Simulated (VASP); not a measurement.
# LuH2 in VASP: further runs, part 2 of 2

VASP 6.6.1. Earlier steps stand in the parts before.

## (5) Single point, LDA (volume scaled by 0.94)

File INCAR:

```
SYSTEM = LuH2
PREC = Accurate ; ENCUT = 600
EDIFF = 1E-6 ; ISMEAR = -1
SIGMA = 0.02 ; LREAL = .False.
LASPH = .True. ; NELM = 120
ALGO = Normal ; ISIF = 2
LWAVE = .False. ; LCHARG = .False.
GGA = CA ; NBANDS = 20
GGA_COMPAT = .False.
```

File KPOINTS:

```
Automatic mesh
0
Gamma
  8 8 8
  0 0 0
```

File POSCAR:

```
LuH2
1.0
    0.0000000000      2.4651284426      2.4651284426
    2.4651284426      0.0000000000      2.4651284426
    2.4651284426      2.4651284426      0.0000000000
Lu H
1 2
Direct
    0.0000000000      0.0000000000      0.0000000000
    0.2500000000      0.2500000000      0.2500000000
    0.7500000000      0.7500000000      0.7500000000
```

Potentials or basis: VASP PAW PBE potentials, release 64 (Lu, H).

Run with:

```sh
$ cat potpaw_PBE.64/Lu/POTCAR potpaw_PBE.64/H/POTCAR > POTCAR
$ mpirun -np 1 vasp_std > vasp.out
```

OUTCAR:

```text
SYSTEM = LuH2
   PREC = Accurate
   ENCUT = 600
   EDIFF = 1E-6
   ISMEAR = -1
   LREAL = .False.
   LASPH = .True.
   NELM = 120
   ISIF = 2
   GGA = CA

 ion  position               nearest neighbor table
   1  0.000  0.000  0.000-   3 2.13   3 2.13   3 2.13   2 2.13   3 2.13   2 2.13   2 2.13   2 2.13

   2  0.250  0.250  0.250-   1 2.13   1 2.13   1 2.13   1 2.13
   3  0.750  0.750  0.750-   1 2.13   1 2.13   1 2.13   1 2.13

  LATTYP: Found a face centered cubic cell.
 ALAT       =     4.9302568852

  Lattice vectors:

 A1 = (   0.0000000000,   2.4651284426,   2.4651284426)
[... 192 lines left out ...]
      6      -2.5790      2.00000
[... 541 lines left out ...]
     19      11.2820      0.00000
     20      12.6734      0.00000

 [... further k-points ...]
[... 5 lines left out ...]
  --------------------------------------------------------------------------------------
  -------------------------------------------------------------------------------------
  Total       -0.0848194     -0.0848194     -0.0848194     -0.0000000      0.0000000      0.0000000
  in kB       -4.5358312     -4.5358312     -4.5358312     -0.0000000      0.0000000      0.0000000
  external PRESSURE =      -4.5358312 kB  Pullay stress =       0.0000000 kB

 VOLUME and BASIS-vectors are now :
 -----------------------------------------------------------------------------
  energy-cutoff  :      600.00
  volume of cell :       29.96
      direct lattice vectors                 reciprocal lattice vectors
     0.000000000  2.465128443  2.465128443    -0.202829188  0.202829188  0.202829188
     2.465128443  0.000000000  2.465128443     0.202829188 -0.202829188  0.202829188
     2.465128443  2.465128443  0.000000000     0.202829188  0.202829188 -0.202829188

 POSITION                                       TOTAL-FORCE (eV/Angst)
 -----------------------------------------------------------------------------------
      0.00000      0.00000      0.00000         0.000000     -0.000000      0.000000
      1.23256      1.23256      1.23256        -0.000000     -0.000000     -0.000000
      3.69769      3.69769      3.69769         0.000000      0.000000      0.000000
 -----------------------------------------------------------------------------------
    total drift:                               -0.000000     -0.000000      0.000000

  FREE ENERGIE OF THE ION-ELECTRON SYSTEM (eV)
  ---------------------------------------------------
  free  energy   TOTEN  =       -14.0590380119 eV

  energy  without entropy=      -14.0556367583  energy(sigma->0) =      -14.05733739
```

OSZICAR:

```text
N       E                     dE             d eps       ncg     rms          rms(c)
DAV:   1     0.103243420827E+03    0.10324E+03   -0.11805E+04  1456   0.487E+03
DAV:   2    -0.619176742631E+01   -0.10944E+03   -0.10584E+03  1212   0.425E+02
DAV:   3    -0.145984141576E+02   -0.84066E+01   -0.83092E+01  1308   0.840E+01
DAV:   4    -0.148725971424E+02   -0.27418E+00   -0.27278E+00  1640   0.134E+01
DAV:   5    -0.148776680773E+02   -0.50709E-02   -0.50695E-02  1380   0.176E+00    0.719E+00
DAV:   6    -0.142141713928E+02    0.66350E+00   -0.12241E+00  1820   0.280E+01    0.347E+00
DAV:   7    -0.140624566333E+02    0.15171E+00   -0.30759E-01  1708   0.599E+00    0.827E-01
DAV:   8    -0.140587223329E+02    0.37343E-02   -0.43395E-02  1768   0.150E+00    0.225E-01
DAV:   9    -0.140589834380E+02   -0.26111E-03   -0.17592E-03  1824   0.609E-01    0.754E-02
DAV:  10    -0.140590378580E+02   -0.54420E-04   -0.18451E-04  1860   0.179E-01    0.278E-02
DAV:  11    -0.140590384804E+02   -0.62238E-06   -0.17435E-05  1260   0.341E-02    0.651E-03
DAV:  12    -0.140590380119E+02    0.46849E-06   -0.12525E-06  1180   0.427E-02
   1 F= -.14059038E+02 E0= -.14057337E+02  d E =-.340125E-02
```

Wall time 45 s (1 thread of Intel Xeon 8259CL, shared host); peak memory 0.17 GiB.

What came out:

```
Free energy : -14.0590 eV
Pressure    : -0.5 GPa
```

Caveat: the PAW data sets were made with another functional, which shifts forces and pressure a little; spin-orbit coupling is left out, which moves the levels of the heavy elements.

## (6) Single point, LDA (volume scaled by 0.98)

File INCAR:

```
  PREC = Accurate
  ENCUT = 600
  EDIFF = 1E-6
  ISMEAR = -1
  SIGMA = 0.02
  LREAL = F
  LASPH = T
  NELM = 120
  ALGO = Normal
  ISIF = 2
  LWAVE = F
  LCHARG = F
  GGA = CA
  NBANDS = 20
  GGA_COMPAT = F
```

File KPOINTS:

```
Automatic mesh
0
Gamma
  8 8 8
```

File POSCAR:

```
LuH2
1.0
    0.0000000000      2.4996102294      2.4996102294
    2.4996102294      0.0000000000      2.4996102294
    2.4996102294      2.4996102294      0.0000000000
Lu H
1 2
Direct
    0.0000000000      0.0000000000      0.0000000000
    0.2500000000      0.2500000000      0.2500000000
    0.7500000000      0.7500000000      0.7500000000
```

Potentials or basis: VASP PAW PBE potentials, release 64 (Lu, H).

Run with:

```sh
$ cat potpaw_PBE.64/Lu/POTCAR potpaw_PBE.64/H/POTCAR > POTCAR
$ mpirun -np 1 vasp_std > vasp.out
```

OUTCAR:

```text
PREC = Accurate
   ENCUT = 600
   EDIFF = 1E-6
   ISMEAR = -1
   LREAL = F
   LASPH = T
   NELM = 120
   ISIF = 2
   GGA = CA

 ion  position               nearest neighbor table
   1  0.000  0.000  0.000-   3 2.16   3 2.16   3 2.16   2 2.16   3 2.16   2 2.16   2 2.16   2 2.16

   2  0.250  0.250  0.250-   1 2.16   1 2.16   1 2.16   1 2.16
   3  0.750  0.750  0.750-   1 2.16   1 2.16   1 2.16   1 2.16

  LATTYP: Found a face centered cubic cell.
 ALAT       =     4.9992204588

  Lattice vectors:

 A1 = (   0.0000000000,   2.4996102294,   2.4996102294)
 A2 = (   2.4996102294,   0.0000000000,   2.4996102294)
 A3 = (   2.4996102294,   2.4996102294,   0.0000000000)

Analysis of symmetry for initial positions (statically):
=====================================================================
 Subroutine PRICEL returns:
 Original cell was already a primitive cell.

 Routine SETGRP: Setting up the symmetry group for a
 face centered cubic supercell.

 Subroutine GETGRP returns: Found 48 space group operations
 (whereof 48 operations were pure point group operations)
 out of a pool of 48 trial point group operations.

The static configuration has the point symmetry O_h .

Analysis of symmetry for dynamics (positions and initial velocities):
=====================================================================
 Subroutine PRICEL returns:
 Original cell was already a primitive cell.

 Routine SETGRP: Setting up the symmetry group for a
 face centered cubic supercell.

 Subroutine GETGRP returns: Found 48 space group operations
 (whereof 48 operations were pure point group operations)
 out of a pool of 48 trial point group operations.

The dynamic configuration has the point symmetry O_h .

 Subroutine INISYM returns: Found 48 space group operations
[... 106 lines left out ...]
   ISYM   =      2    0-nonsym 1-usesym 2-fastsym
   POTIM  = 0.5000    time-step for ionic-motion
   TEBEG  =    0.0;   TEEND  =   0.0 temperature during run
   PSTRESS=    0.0 pullay stress
   NELECT =      27.0000    total number of electrons
   NUPDOWN=      -1.0000    fix difference up-down
   EMIN   =  10.00;   EMAX   =-10.00  energy-range for DOS
   EFERMI =   0.00;   METHOD = LEGACY
   ISMEAR =    -1;   SIGMA  =   0.02  broadening in eV -4-tet -1-fermi 0-gaus
   EFERMI_NEDOS =   21; number of points for ismear=-14 and -15
   IALGO  =     38    algorithm
   IMIX   =      4    mixing-type and parameters
     AMIX     =   0.40;   BMIX     =  1.00
     AMIX_MAG =   1.60;   BMIX_MAG =  1.00
  volume/ion in A,a.u.               =      10.41        70.26
  Fermi-wavevector in a.u.,A,eV,Ry     =   1.559482  2.946994 33.089167  2.431985
  Thomas-Fermi vector in A             =   2.662834
   LORBIT       =      0    0 simple, 1 ext, 2 COOP (PROOUT), +10 PAW based schemes
   GGA     = CA    functional components
   LHFCALC =     F    Hartree Fock is set to
   AEXX    =    0.0000 exact exchange contribution
   IVDW    =     0    specifies the selected vdW correction
   LEPSILON=     F    determine dielectric tensor
   LRPA    =     F    only Hartree local field effects (RPA)
 non-spin polarized calculation
  energy-cutoff  :      600.00
  volume of cell :       31.24
 maximum number of plane-waves:      1056
   NGX = 15   NGY = 15   NGZ = 15

 number of electron      26.9999999 magnetization

 Free energy of the ion-electron system (eV)
  ---------------------------------------------------
  ext. energy  EPLUGINS =         0.00000000
  ---------------------------------------------------
  free energy    TOTEN  =       -14.03944419 eV

  energy without entropy =      -14.03607706  energy(sigma->0) =      -14.03776062

 E-fermi :   2.4777     XC(G=0): -11.4856

 val. band max:        2.4731639675   @ k =   0.3750   0.2500   0.0000
 cond. band min:       2.5004343185   @ k =   0.5000   0.2500   0.1250
 fundamental gap:      0.0272703510
 Fermi energy:         2.4776777213

 k-point     1 :       0.0000    0.0000    0.0000
  band No.  band energies     occupation
      1     -53.3565      2.00000
      2     -24.0576      2.00000
      3     -24.0576      2.00000
      4     -24.0576      2.00000
      5      -6.8526      2.00000
      6      -2.8000      2.00000
[... 541 lines left out ...]
     19      10.8578      0.00000
     20      12.0467      0.00000

 [... further k-points ...]
[... 5 lines left out ...]
  --------------------------------------------------------------------------------------
  -------------------------------------------------------------------------------------
  Total       -0.8467830     -0.8467830     -0.8467830     -0.0000000      0.0000000      0.0000000
  in kB      -43.4346031    -43.4346031    -43.4346031     -0.0000000      0.0000000      0.0000000
  external PRESSURE =     -43.4346031 kB  Pullay stress =       0.0000000 kB

 VOLUME and BASIS-vectors are now :
 -----------------------------------------------------------------------------
  energy-cutoff  :      600.00
  volume of cell :       31.24
      direct lattice vectors                 reciprocal lattice vectors
     0.000000000  2.499610229  2.499610229    -0.200031187  0.200031187  0.200031187
     2.499610229  0.000000000  2.499610229     0.200031187 -0.200031187  0.200031187
     2.499610229  2.499610229  0.000000000     0.200031187  0.200031187 -0.200031187

 POSITION                                       TOTAL-FORCE (eV/Angst)
 -----------------------------------------------------------------------------------
      0.00000      0.00000      0.00000        -0.000000     -0.000000     -0.000000
      1.24981      1.24981      1.24981        -0.000000     -0.000000     -0.000000
      3.74942      3.74942      3.74942         0.000000      0.000000      0.000000
 -----------------------------------------------------------------------------------
    total drift:                               -0.000000     -0.000000      0.000000

  FREE ENERGIE OF THE ION-ELECTRON SYSTEM (eV)
  ---------------------------------------------------
  free  energy   TOTEN  =       -14.0394441872 eV

  energy  without entropy=      -14.0360770553  energy(sigma->0) =      -14.03776062
```

OSZICAR:

```text
N       E                     dE             d eps       ncg     rms          rms(c)
DAV:   1     0.105587848029E+03    0.10559E+03   -0.11588E+04  1476   0.478E+03
DAV:   2    -0.572028784481E+01   -0.11131E+03   -0.10769E+03  1252   0.447E+02
DAV:   3    -0.145128550762E+02   -0.87926E+01   -0.87082E+01  1296   0.858E+01
DAV:   4    -0.148195880784E+02   -0.30673E+00   -0.30536E+00  1604   0.137E+01
DAV:   5    -0.148258045458E+02   -0.62165E-02   -0.62155E-02  1360   0.189E+00    0.711E+00
DAV:   6    -0.141894220893E+02    0.63638E+00   -0.11228E+00  1808   0.267E+01    0.342E+00
DAV:   7    -0.140412727232E+02    0.14815E+00   -0.29848E-01  1720   0.658E+00    0.800E-01
DAV:   8    -0.140392356424E+02    0.20371E-02   -0.52509E-02  1624   0.148E+00    0.230E-01
DAV:   9    -0.140394028691E+02   -0.16723E-03   -0.14635E-03  1792   0.772E-01    0.857E-02
DAV:  10    -0.140394431523E+02   -0.40283E-04   -0.28756E-04  1848   0.239E-01    0.281E-02
DAV:  11    -0.140394451726E+02   -0.20203E-05   -0.26169E-05  1624   0.471E-02    0.110E-02
DAV:  12    -0.140394441872E+02    0.98544E-06   -0.30464E-06  1604   0.612E-02
   1 F= -.14039444E+02 E0= -.14037761E+02  d E =-.336713E-02
```

It took 45 s on 1 thread of Intel Xeon 8259CL, shared host; peak memory 0.16 GiB.

What came out:

| Item | Value |
| --- | --- |
| Free energy | -14.0394 eV |
| Pressure | -4.3 GPa |

Caveat: the PAW data sets were made with another functional, which shifts forces and pressure a little; spin-orbit coupling is left out, which moves the levels of the heavy elements.

## (7) Overview

| cell | cutoff (eV) | gap on the mesh (eV) | pressure (GPa) |
| --- | --- | --- | --- |
| a = 3.629 Å, angles 60.0°, 3 atoms | 520 | none | -10.5 |
| a = 3.577, b = 3.577, c = 3.559 Å, angles 60.2, 60.2, 59.7°, 3 atoms | 520 | none | -7.0 |
| a = 3.595, b = 3.595, c = 3.559 Å, angles 60.3, 60.3, 59.3°, 3 atoms | 520 | none | -7.8 |
| a = 3.486 Å, angles 60.0°, 3 atoms | 600 | none | -0.5 |
| a = 3.535 Å, angles 60.0°, 3 atoms | 600 | none | -4.3 |

Alike in all rows: task single point; level LDA; potentials or basis VASP PAW PBE potentials, release 64 (Lu, H); no spin polarisation; k mesh 8 × 8 × 8; smearing fermi-dirac 0.02 eV.

Caveats: the PAW data sets were made with another functional, which shifts forces and pressure a little; spin-orbit coupling is left out, which moves the levels of the heavy elements.

Total energies depend on the potentials used, so only differences within one code and one set of settings carry meaning.
